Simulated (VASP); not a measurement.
Ti3Al: single point with LDA

Ti3Al:

```
Ti Al
1.0
     2.92754    0.00000    0.00000
    -1.46377    2.53533    0.00000
     0.00000    0.00000    9.22636
Ti Al
3 1
Direct
  0.33333 0.66667 0.24941
  0.33333 0.66667 0.75059
  0.66667 0.33333 0.00000
  0.66667 0.33333 0.50000
```

- Program: VASP 6.6.1
- Task: single point
- Functional: LDA
- Potentials or basis: VASP PAW LDA potentials, release 64 (Ti_sv, Al)
- Cutoff: 520 eV
- k mesh: 10 × 10 × 3
- Occupations: fermi-dirac, width 0.05 eV
- Spin: no spin polarisation
- Dipole correction: no
- Further INCAR settings: ALGO = Normal; EDIFF = 1e-06; NBANDS = 28

```
Pressure      : -7.1 GPa
Largest force : 0.143 eV/Å
```

Forces on the atoms (eV/Å):
```
Ti   0.000  0.000 -0.143
Ti   0.000  0.000  0.143
Ti   0.000  0.000  0.000
Al   0.000  0.000  0.000
```

Stress tensor (GPa, compression positive):
```
-7.09  0.00  0.00
 0.00 -7.09  0.00
 0.00  0.00 -7.00
```

Levels at points of the mesh, in eV from the Fermi level:
```
           k point  band 17  band 18  band 19  band 20  band 21  band 22  band 23  band 24
(0.00, 0.00, 0.00)    -0.73     0.52     0.71     0.79     0.79     0.88     0.88     1.18
(0.50, 0.00, 0.00)    -1.45    -1.22    -0.64    -0.36     0.85     1.02     1.13     1.69
```

Run time: 73 s on 1 thread of AMD EPYC 7R13 Processor (Zen 3) (shared host), peak memory 0.16 GiB.
